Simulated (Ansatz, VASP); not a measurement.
**One calculation of Mg16O, two programs**

INCAR

```
SYSTEM = Mg16O
PREC = Accurate
ENCUT = 520
EDIFF = 1E-6
ISMEAR = 0
SIGMA = 0.1
LREAL = Auto
LASPH = .True.
NELM = 80
ALGO = Normal
ISIF = 2
LWAVE = .False.
LCHARG = .False.
LDIPOL = .True.
IDIPOL = 3
DIPOL = 0.5 0.5 0.334
GGA = PE
NBANDS = 33
```

The input KPOINTS:

```
Automatic mesh
0
Gamma
  6 6 1
  0 0 0
```

The input POSCAR:

```
Mg16O
1.0
    6.4201385705      0.0000000000      0.0000000000
   -3.2100692852      5.5600030979      0.0000000000
    0.0000000000      0.0000000000     24.7147783802
Mg O
16 1
Direct
    0.3333333333      0.1666666667      0.1618464847
    0.3333333333      0.6666666667      0.1618464847
    0.8333333333      0.1666666667      0.1618464847
    0.8333333333      0.6666666667      0.1618464847
    0.1666666667      0.3333333333      0.2657906286
    0.1666666667      0.8333333333      0.2657906286
    0.6666666667      0.3333333333      0.2657906286
    0.6666666667      0.8333333333      0.2657906286
    0.3333333333      0.1666666667      0.3682830748
    0.3333333333      0.6666666667      0.3682830748
    0.8333333333      0.1666666667      0.3682830748
    0.8333333333      0.6666666667      0.3682830748
    0.1666666667      0.3333333333      0.4739989249
    0.1666666667      0.8333333333      0.4739989249
    0.6666666667      0.3333333333      0.4739989249
    0.6666666667      0.8333333333      0.4739989249
    0.2222222222      0.2777777778      0.6006437991
```

Input for Ansatz:

```yaml
crystal:
  lattice:
    - [6.4201385705, 0.0, 0.0]
    - [-3.2100692852, 5.5600030979, 0.0]
    - [0.0, 0.0, 24.7147783802]
  atoms:
    - { symbol: Mg, position: [0.3333333333, 0.1666666667, 0.1618464847] }
    - { symbol: Mg, position: [0.3333333333, 0.6666666667, 0.1618464847] }
    - { symbol: Mg, position: [0.8333333333, 0.1666666667, 0.1618464847] }
    - { symbol: Mg, position: [0.8333333333, 0.6666666667, 0.1618464847] }
    - { symbol: Mg, position: [0.1666666667, 0.3333333333, 0.2657906286] }
    - { symbol: Mg, position: [0.1666666667, 0.8333333333, 0.2657906286] }
    - { symbol: Mg, position: [0.6666666667, 0.3333333333, 0.2657906286] }
    - { symbol: Mg, position: [0.6666666667, 0.8333333333, 0.2657906286] }
    - { symbol: Mg, position: [0.3333333333, 0.1666666667, 0.3682830748] }
    - { symbol: Mg, position: [0.3333333333, 0.6666666667, 0.3682830748] }
    - { symbol: Mg, position: [0.8333333333, 0.1666666667, 0.3682830748] }
    - { symbol: Mg, position: [0.8333333333, 0.6666666667, 0.3682830748] }
    - { symbol: Mg, position: [0.1666666667, 0.3333333333, 0.4739989249] }
    - { symbol: Mg, position: [0.1666666667, 0.8333333333, 0.4739989249] }
    - { symbol: Mg, position: [0.6666666667, 0.3333333333, 0.4739989249] }
    - { symbol: Mg, position: [0.6666666667, 0.8333333333, 0.4739989249] }
    - { symbol: O, position: [0.2222222222, 0.2777777778, 0.6006437991] }
basis:
  ecutwfc: 420
kpoints:
  mp_grid: { grid: [6, 6, 1] }
hamiltonian:
  xc: pbe
scf:
  occupations: { method: gaussian, width: 0.1 }
output:
  forces: true
  eigenvalues: true
efield:
  axis: 3
  dipole_correction: true
  ramp_width: 0.04
```

Alike in both runs: task single point; functional PBE; k mesh 6 × 6 × 1; occupations gaussian, width 0.1 eV; no spin polarisation.

```csv
,VASP,Ansatz
version,VASP 6.6.1,Ansatz 0.2.0
potentials or method,"VASP PAW PBE potentials, release 64 (Mg, O), cutoff 520 eV","scalar-relativistic, plane waves, PAW"
valence electrons in the cell,38,166
```

|  | VASP | Ansatz | Ansatz less VASP |
| --- | --- | --- | --- |
| gap on the k mesh at the Fermi level (eV) | none | none | - |
| rms of the force components (eV/Å) | 0.283 | 0.284 | +0.0010 |

Atom by atom the forces differ by 0.003 eV/Å (rms over components). A gap of «none» marks a metal or a gap that the smearing closes. The functional is the same, so the differences come from potentials, cutoffs and numerics. VASP's potentials hold 38 valence electrons a cell and Ansatz's 166, so a difference there can come from the potentials and not from the codes.
